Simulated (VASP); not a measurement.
A run of VASP 6.6.1:

The input INCAR:

```
SYSTEM = BaTiO3
ALGO = Normal
EDIFF = 1E-7
ENCUT = 520
GGA = PE
ISIF = 2
ISMEAR = 0
LASPH = .True.
LCHARG = .False.
LREAL = .False.
LWAVE = .False.
NBANDS = 28
NELM = 80
PREC = Accurate
SIGMA = 0.02
```

File KPOINTS:

```
k-points
0
Gamma
  8 8 6
  0 0 0
```

The input POSCAR:

```
BaTiO3
1.0
    4.0452315431      0.0000000000      0.0000000000
    0.0000000000      4.0452315431      0.0000000000
    0.0000000000      0.0000000000      4.2634898911
Ba Ti O
1 1 3
Direct
    0.5000000000      0.5000000000      0.5967617465
    0.0000000000      0.0000000000      0.1117697997
    0.0000000000      0.5000000000      0.0592912147
    0.5000000000      0.0000000000      0.0592912147
    0.0000000000      0.0000000000      0.5328830144
```

Potentials or basis: VASP PAW PBE potentials, release 64 (Ba_sv, Ti_sv, O).

Command:

```sh
$ cat potpaw_PBE.64/Ba_sv/POTCAR potpaw_PBE.64/Ti_sv/POTCAR potpaw_PBE.64/O/POTCAR > POTCAR
$ mpirun -np 1 vasp_std > vasp.out
```

Hardware: 1 thread of Intel Xeon 8259CL, on a shared host.

Question: How long does it take, and how much memory?

Answer: Wall time 3.1 min on 1 thread of Intel Xeon 8259CL, with other jobs on the host, peak memory 0.26 GiB. Counts: scf iterations 18, k points 60.
